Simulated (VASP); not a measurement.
BeS: single point with LDA

The system is BeS.

```
S Be
1.0
     0.00000    2.42500    2.42500
     2.42500    0.00000    2.42500
     2.42500    2.42500    0.00000
S Be
1 1
Direct
  0.75000 0.75000 0.75000
  0.00000 0.00000 0.00000
```

```yaml
Program: VASP 6.6.1
Task: single point
Functional: LDA
Potentials_or_basis: VASP PAW LDA potentials, release 64 (S, Be)
Cutoff: 520 eV
k_mesh: 9 × 9 × 9
Occupations: fermi-dirac, width 0.05 eV
Spin: no spin polarisation
Dipole_correction: no
Further_INCAR_settings: ALGO = Normal; EDIFF = 1e-07; NBANDS = 11
```

The pressure is -3.2 GPa and the band gap on the k mesh is 3.00 eV (least direct gap 5.54 eV).

Levels at points of the mesh, in eV from the valence-band top:
```csv
k point,band 2,band 3,band 4,band 5,band 6,band 7
"(0.00, 0.00, 0.00)",0.00,0.00,0.00,5.54,5.54,5.54
```

Run time: 14 s on 1 thread of Intel(R) Xeon(R) Platinum 8375C CPU @ 2.90GHz (Ice Lake), with other jobs on the host, peak memory 0.13 GiB.

Caveat: the cell stands under tension; an odd mesh through Γ misses points on the zone boundary, where band edges can lie.
